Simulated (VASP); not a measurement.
# BN (P4_2/mnm) in VASP: further runs

BN is run at these levels: PBEsol; tasks: single point.

Everything below comes from runs of VASP 6.6.1. Logs are shortened: lines on timing, memory, paths and dates and some standing lists are left out, and cuts for length are marked.

### 1 The cell of the first run

It takes space group P4_2/mnm (No. 136, tetragonal). Conventional cell: a = 4.431 Å, b = 4.431 Å, c = 2.538 Å, α = 90.00°, β = 90.00°, γ = 90.00°. Within 2.0 Å of B (site symmetry m2m) lie 4 N at 1.54 to 1.60 Å. N (site symmetry m2m) has 4 B at 1.54 to 1.60 Å within 2.0 Å.

### 2 Single point, PBEsol

INCAR reads:

```
PREC     = Accurate       # precision mode
ENCUT    = 520            # plane-wave cutoff, eV
EDIFF    = 1E-6           # SCF threshold, eV
ISMEAR   = 0              # smearing method
SIGMA    = 0.05           # smearing width, eV
LREAL    = F              # projectors in reciprocal space
LASPH    = T              # aspherical terms in the spheres
NELM     = 60             # most SCF steps
ALGO     = Normal         # electronic algorithm
ISIF     = 2              # what is computed and relaxed
LWAVE    = F              # write WAVECAR
LCHARG   = F              # write CHGCAR
GGA      = PS             # functional
NBANDS   = 26             # bands
```

KPOINTS reads:

```
regular mesh
0
Gamma
  6 6 10
```

POSCAR reads:

```
BN
1.0
    4.4312000000      0.0000000000      0.0000000000
    0.0000000000      4.4312000000      0.0000000000
    0.0000000000      0.0000000000      2.5380337638
B N
4 4
Direct
    0.1741337327      0.8258662673      0.5000000000
    0.3258662673      0.3258662673      0.0000000000
    0.6741337327      0.6741337327      0.0000000000
    0.8258662673      0.1741337327      0.5000000000
    0.8123909516      0.8123909516      0.5000000000
    0.3123909516      0.6876090484      0.0000000000
    0.6876090484      0.3123909516      0.0000000000
    0.1876090484      0.1876090484      0.5000000000
```

Potentials or basis: VASP PAW PBE potentials, release 64 (B, N).

On the command line:

```sh
$ cat potpaw_PBE.64/B/POTCAR potpaw_PBE.64/N/POTCAR > POTCAR
$ mpirun -np 1 vasp_std > vasp.out
```

OUTCAR:

```text
PREC = Accurate
   ENCUT = 520
   EDIFF = 1E-6
   ISMEAR = 0
   LREAL = F
   LASPH = T
   NELM = 60
   ISIF = 2
   GGA = PS

 ion  position               nearest neighbor table
   1  0.174  0.826  0.500-   6 1.54   6 1.54   8 1.60   5 1.60
   2  0.326  0.326  0.000-   8 1.54   8 1.54   6 1.60   7 1.60
   3  0.674  0.674  0.000-   5 1.54   5 1.54   7 1.60   6 1.60
   4  0.826  0.174  0.500-   7 1.54   7 1.54   8 1.60   5 1.60
   5  0.812  0.812  0.500-   3 1.54   3 1.54   4 1.60   1 1.60
   6  0.312  0.688  0.000-   1 1.54   1 1.54   3 1.60   2 1.60
   7  0.688  0.312  0.000-   4 1.54   4 1.54   2 1.60   3 1.60
   8  0.188  0.188  0.500-   2 1.54   2 1.54   4 1.60   1 1.60

  LATTYP: Found a simple tetragonal cell.
 ALAT       =     4.4312000000
 C/A-ratio  =     0.5727644349

  Lattice vectors:

 A1 = (   4.4312000000,   0.0000000000,   0.0000000000)
 A2 = (   0.0000000000,   4.4312000000,   0.0000000000)
 A3 = (   0.0000000000,   0.0000000000,   2.5380337638)

Analysis of symmetry for initial positions (statically):
=====================================================================
 Subroutine PRICEL returns:
 Original cell was already a primitive cell.

 Routine SETGRP: Setting up the symmetry group for a
 simple tetragonal supercell.

 Subroutine GETGRP returns: Found 16 space group operations
 (whereof  8 operations were pure point group operations)
 out of a pool of 16 trial point group operations.

The static configuration has the point symmetry D_2h.
 The point group associated with its full space group is D_4h.

Analysis of symmetry for dynamics (positions and initial velocities):
=====================================================================
 Subroutine PRICEL returns:
 Original cell was already a primitive cell.

 Routine SETGRP: Setting up the symmetry group for a
 simple tetragonal supercell.

 Subroutine GETGRP returns: Found 16 space group operations
 (whereof  8 operations were pure point group operations)
 out of a pool of 16 trial point group operations.

The dynamic configuration has the point symmetry D_2h.
 The point group associated with its full space group is D_4h.

 Subroutine INISYM returns: Found 16 space group operations
 (whereof  8 operations are pure point group operations),
 and found     1 'primitive' translations

----------------------------------------------------------------------------------------

                                     Primitive cell

  volume of cell :      49.8356

  direct lattice vectors                    reciprocal lattice vectors
     4.431200000  0.000000000  0.000000000     0.225672504  0.000000000  0.000000000
     0.000000000  4.431200000  0.000000000     0.000000000  0.225672504  0.000000000
     0.000000000  0.000000000  2.538033764     0.000000000  0.000000000  0.394005791

  length of vectors
     4.431200000  4.431200000  2.538033764     0.225672504  0.225672504  0.394005791

  position of ions in fractional coordinates (direct lattice)
     0.174133733  0.825866267  0.500000000
     0.325866267  0.325866267  0.000000000
     0.674133733  0.674133733  0.000000000
     0.825866267  0.174133733  0.500000000
     0.812390952  0.812390952  0.500000000
     0.312390952  0.687609048  0.000000000
     0.687609048  0.312390952  0.000000000
     0.187609048  0.187609048  0.500000000

  ion indices of the primitive-cell ions
   primitive index   ion index
                 1           1
                 2           2
                 3           3
                 4           4
                 5           5
                 6           6
                 7           7
                 8           8

----------------------------------------------------------------------------------------

 KPOINTS: regular mesh

Automatic generation of k-mesh.
 Grid dimensions read from file:
 generate k-points for:    6    6   10

 Generating k-lattice:

  Cartesian coordinates                     Fractional coordinates (reciprocal lattice)
     0.037612084  0.000000000  0.000000000     0.166666667  0.000000000  0.000000000
     0.000000000  0.037612084  0.000000000     0.000000000  0.166666667  0.000000000
     0.000000000  0.000000000  0.039400579     0.000000000  0.000000000  0.100000000

  Length of vectors
     0.037612084  0.037612084  0.039400579

  Shift w.r.t. Gamma in fractional coordinates (k-lattice)
     0.000000000  0.000000000  0.000000000

 Subroutine IBZKPT returns following result:
 ===========================================

 Found     60 irreducible k-points:

 Following reciprocal coordinates:
            Coordinates               Weight
  0.000000  0.000000  0.000000      1.000000
  0.166667  0.000000  0.000000      4.000000
  0.333333  0.000000  0.000000      4.000000
  0.500000  0.000000  0.000000      2.000000
  0.166667  0.166667  0.000000      4.000000
  0.333333  0.166667  0.000000      8.000000
[... 16 lines left out ...]
  0.333333  0.000000  0.200000      8.000000
  0.500000  0.000000  0.200000      4.000000
 [... further k-points ...]
   k-points           NKPTS =     60   k-points in BZ     NKDIM =     60   number of bands    NBANDS=     26
   number of dos      NEDOS =    301   number of ions     NIONS =      8
   total plane-waves  NPLWV =  25920
   dimension x,y,z NGX =    36 NGY =   36 NGZ =   20
   dimension x,y,z NGXF=    72 NGYF=   72 NGZF=   40
   ions per type =               4   4
   NGX,Y,Z   is equivalent  to a cutoff of  13.51, 13.51, 13.10 a.u.
   NGXF,Y,Z  is equivalent  to a cutoff of  27.01, 27.01, 26.20 a.u.
 SYSTEM =  unknown system
   PREC   = accura    normal or accurate (medium, high low for compatibility)
   ISTART =      0    job   : 0-new  1-cont  2-samecut
   ICHARG =      2    charge: 1-file 2-atom 10-const
   ISPIN  =      1    spin polarized calculation?
   LNONCOLLINEAR =      F non collinear calculations
   LSORBIT =      F    spin-orbit coupling
   LASPH  =      T    aspherical Exc in radial PAW
   ENCUT  =  520.0 eV  38.22 Ry    6.18 a.u.   8.24  8.24  4.72*2*pi/ulx,y,z
   NELM   =     60;   NELMIN=  2; NELMDL= -5     # of ELM steps
   EDIFF  = 0.1E-05   stopping-criterion for ELM
   LREAL  =      F    real-space projection
   EDIFFG = 0.1E-04   stopping-criterion for IOM
   NSW    =      0    number of steps for IOM
   IBRION =     -1    ionic relax: 0-MD 1-quasi-New 2-CG
   NFREE  =      0    steps in history (QN), initial steepest desc. (CG)
   ISIF   =      2    stress and relaxation
   ISYM   =      2    0-nonsym 1-usesym 2-fastsym
   POTIM  = 0.5000    time-step for ionic-motion
   TEBEG  =    0.0;   TEEND  =   0.0 temperature during run
   PSTRESS=    0.0 pullay stress
   NELECT =      32.0000    total number of electrons
   NUPDOWN=      -1.0000    fix difference up-down
   EMIN   =  10.00;   EMAX   =-10.00  energy-range for DOS
   EFERMI =   0.00;   METHOD = LEGACY
   ISMEAR =     0;   SIGMA  =   0.05  broadening in eV -4-tet -1-fermi 0-gaus
   EFERMI_NEDOS =   21; number of points for ismear=-14 and -15
   IALGO  =     38    algorithm
   IMIX   =      4    mixing-type and parameters
     AMIX     =   0.40;   BMIX     =  1.00
     AMIX_MAG =   1.60;   BMIX_MAG =  1.00
  volume/ion in A,a.u.               =       6.23        42.04
  Fermi-wavevector in a.u.,A,eV,Ry     =   1.412358  2.668970 27.140291  1.994755
  Thomas-Fermi vector in A             =   2.534115
   LORBIT       =      0    0 simple, 1 ext, 2 COOP (PROOUT), +10 PAW based schemes
   GGA     = PS    functional components
   LHFCALC =     F    Hartree Fock is set to
   AEXX    =    0.0000 exact exchange contribution
   IVDW    =     0    specifies the selected vdW correction
   LEPSILON=     F    determine dielectric tensor
   LRPA    =     F    only Hartree local field effects (RPA)
 non-spin polarized calculation
 Gauss-broadening in eV      SIGMA  =   0.05
  energy-cutoff  :      520.00
  volume of cell :       49.84
 maximum number of plane-waves:      1363
 NGX is ok and might be reduce to    36
   NGX = 17   NGY = 17   NGZ =  9

 number of electron      32.0000004 magnetization

 Free energy of the ion-electron system (eV)
  ---------------------------------------------------
  ext. energy  EPLUGINS =         0.00000000
  ---------------------------------------------------
  free energy    TOTEN  =       -72.47107968 eV

  energy without entropy =      -72.47107968  energy(sigma->0) =      -72.47107968

 E-fermi :   6.9665     XC(G=0): -12.6559

 val. band max:        6.7554196249   @ k =   0.0000   0.0000   0.0000
 cond. band min:      11.3686149443   @ k =   0.0000   0.0000   0.3000
 fundamental gap:      4.6131953194
 Fermi energy:         6.9665389995

 k-point     1 :       0.0000    0.0000    0.0000
  band No.  band energies     occupation
      1     -13.2516      2.00000
      2      -9.2540      2.00000
      3      -9.2540      2.00000
      4      -8.9637      2.00000
      5      -3.1172      2.00000
      6      -2.4472      2.00000
[... 18 lines left out ...]
     25      17.1030      0.00000
     26      19.6178      0.00000

 k-point     2 :       0.1667    0.0000    0.0000
  band No.  band energies     occupation
      1     -13.1080      2.00000
      2     -10.0797      2.00000
      3      -9.1621      2.00000
      4      -8.4729      2.00000
      5      -3.2954      2.00000
      6      -2.0077      2.00000
[... 18 lines left out ...]
     25      17.7343      0.00000
     26      19.2023      0.00000

 k-point     3 :       0.3333    0.0000    0.0000
  band No.  band energies     occupation
      1     -12.6831      2.00000
      2     -11.0970      2.00000
      3      -8.9085      2.00000
      4      -8.3464      2.00000
      5      -3.3923      2.00000
      6      -2.2208      2.00000
[... 572 lines left out ...]
 k-point    23 :       0.3333    0.0000    0.2000
  band No.  band energies     occupation
      1     -12.0664      2.00000
      2     -10.5423      2.00000
      3      -8.4700      2.00000
      4      -8.0257      2.00000
      5      -2.8724      2.00000
      6      -1.7920      2.00000
[... 18 lines left out ...]
     25      18.5883      0.00000
     26      19.8124      0.00000

 k-point    24 :       0.5000    0.0000    0.2000
  band No.  band energies     occupation
      1     -11.4042      2.00000
      2     -11.4042      2.00000
      3      -8.1974      2.00000
      4      -8.1974      2.00000
      5      -2.5105      2.00000
      6      -2.5105      2.00000
[... 18 lines left out ...]
     25      18.8585      0.00000
     26      18.8585      0.00000

 [... further k-points ...]

------------------------ aborting loop because EDIFF is reached ----------------------------------------

  FORCE on cell =-STRESS in cart. coord.  units (eV):
  Direction    XX          YY          ZZ          XY          YZ          ZX
  --------------------------------------------------------------------------------------
  -------------------------------------------------------------------------------------
  Total       -1.9641304     -1.9641304     -0.1793931     -0.0000000      0.0000000      0.0000000
  in kB      -63.1452673    -63.1452673     -5.7673482     -0.0000000      0.0000000      0.0000000
  external PRESSURE =     -44.0192943 kB  Pullay stress =       0.0000000 kB

 VOLUME and BASIS-vectors are now :
 -----------------------------------------------------------------------------
  energy-cutoff  :      520.00
  volume of cell :       49.84
      direct lattice vectors                 reciprocal lattice vectors
     4.431200000  0.000000000  0.000000000     0.225672504  0.000000000  0.000000000
     0.000000000  4.431200000  0.000000000     0.000000000  0.225672504  0.000000000
     0.000000000  0.000000000  2.538033764     0.000000000  0.000000000  0.394005791

 POSITION                                       TOTAL-FORCE (eV/Angst)
 -----------------------------------------------------------------------------------
      0.77162      3.65958      1.26902        -0.011160      0.011160      0.000000
      1.44398      1.44398      0.00000         0.011160      0.011160      0.000000
      2.98722      2.98722      0.00000        -0.011160     -0.011160     -0.000000
      3.65958      0.77162      1.26902         0.011160     -0.011160     -0.000000
      3.59987      3.59987      1.26902         0.069687      0.069687     -0.000000
      1.38427      3.04693      0.00000         0.069687     -0.069687     -0.000000
      3.04693      1.38427      0.00000        -0.069687      0.069687     -0.000000
      0.83133      0.83133      1.26902        -0.069687     -0.069687      0.000000
 -----------------------------------------------------------------------------------
    total drift:                                0.000000      0.000000      0.000000

  FREE ENERGIE OF THE ION-ELECTRON SYSTEM (eV)
  ---------------------------------------------------
  free  energy   TOTEN  =       -72.4710796819 eV

  energy  without entropy=      -72.4710796819  energy(sigma->0) =      -72.47107968
```

It took 39 s on 1 thread of AMD EPYC 9R45 (Zen 5), shared host; peak memory 0.16 GiB.

Results:

- Free energy: -72.4711 eV
- Pressure: -4.4 GPa
- Largest force: 0.099 eV/Å
- Band gap on the k mesh: 4.61 eV (least direct gap 5.73 eV)

Forces in eV/Å, atoms in the order of the input:
```
B   -0.011  0.011  0.000
B    0.011  0.011  0.000
B   -0.011 -0.011  0.000
B    0.011 -0.011  0.000
N    0.070  0.070  0.000
N    0.070 -0.070  0.000
N   -0.070  0.070  0.000
N   -0.070 -0.070  0.000
```

Stress tensor (GPa, compression positive):
```
-6.31  0.00  0.00
 0.00 -6.31  0.00
 0.00  0.00 -0.58
```

Levels at points of the mesh, in eV from the valence-band top:
```
           k point  band 14  band 15  band 16  band 17  band 18  band 19
(0.00, 0.00, 0.00)    -0.17     0.00     0.00     7.17     7.59     8.32
(0.50, 0.00, 0.00)    -1.37    -1.25    -1.25     7.97     7.97     8.35
(0.50, 0.50, 0.00)    -2.70    -2.39    -2.39     7.38     7.38     8.33
(0.00, 0.00, 0.50)    -4.21    -3.35    -3.35     6.35     6.35    10.13
(0.50, 0.00, 0.50)    -3.55    -2.21    -2.21     6.72     6.72     8.68
(0.50, 0.50, 0.50)    -2.94    -2.48    -2.48     6.11     6.11     6.86
```

Caveat: the stress differs along the axes, from -6 to -1 GPa; the PAW data sets were made with another functional, which shifts forces and pressure a little. A k mesh can miss the band edges.

[end of part 1 of 2]
